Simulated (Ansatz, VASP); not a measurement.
# BaCa2 in VASP and in Ansatz

```
Ba Ca
1.0
    -2.36451    2.36451    6.58042
     2.36451   -2.36451    6.58042
     2.36451    2.36451   -6.58042
Ba Ca
1 2
Direct
  0.00000 0.00000 0.00000
  0.67803 0.67803 0.00000
  0.32197 0.32197 0.00000
```

Alike in both runs: functional PBE; k mesh 6 × 6 × 6; occupations gaussian, width 0.1 eV; no spin polarisation.

Ansatz relaxed the structure, and its values are those at the end. VASP's run is a single point on that final structure, the one shown.

|  | VASP | Ansatz |
| --- | --- | --- |
| version | VASP 6.6.1 | Ansatz 0.2.0 |
| potentials or method | VASP PAW PBE potentials, release 64 (Ba_sv, Ca_sv), cutoff 520 eV | scalar-relativistic, plane waves, PAW |
| valence electrons in the cell | 30 | 30 |

Ansatz gave:

| Property | Result |
| --- | --- |
| gap on the k mesh at the Fermi level (eV) | none |
| pressure (GPa) | -0.1 |
| rms of the force components (eV/Å) | 0.003 |

Q: What did VASP give for the same quantities?

A: gap on the k mesh at the Fermi level (eV): none; pressure (GPa): 0.0; rms of the force components (eV/Å): 0.004.

A gap of «none» marks a metal or a gap that the smearing closes.

Neither program's run includes spin-orbit coupling.
